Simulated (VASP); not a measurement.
Input of a VASP 6.6.1 run:

INCAR

```
SYSTEM = Mo
ALGO = Normal ; EDIFF = 1E-7
ENCUT = 520 ; GGA = PS
ISIF = 2 ; ISMEAR = 1
IVDW = 12 ; LASPH = .True.
LCHARG = .True. ; LELF = .True.
LREAL = .False. ; LVHAR = .True.
LWAVE = .False. ; NBANDS = 13
NELM = 100 ; PREC = Accurate
SIGMA = 0.05
```

Contents of KPOINTS:

```
k-points
0
Gamma
  12 12 11
  0 0 0
```

POSCAR

```
Mo
1.0
    2.7536264882      0.0000000000      0.0000000000
   -1.3768132441      2.3847103380      0.0000000000
    0.0000000000      0.0000000000      2.5721032216
Mo
1
Direct
    0.0000000000      0.0000000000      0.5000000000
```

Potentials or basis: VASP PAW PBE potentials, release 64 (Mo_sv).

Launch:

```bash
$ cat potpaw_PBE.64/Mo_sv/POTCAR > POTCAR
$ mpirun -np 1 vasp_std > vasp.out
```

Q: Predict the pressure.

A: -14.5 GPa.

Q: Estimate the band gap on the k mesh.

A: Zero (band 7 reaches 12.10 eV, above the bottom of band 8 at 10.28 eV).

Stress tensor (GPa, compression positive):
```
-11.69   0.00   0.00
  0.00 -11.69   0.00
  0.00   0.00 -20.08
```

Caveat: the PAW data sets were made with another functional, which shifts forces and pressure a little; pairwise dispersion overbinds metals, which lowers pressure and volume.
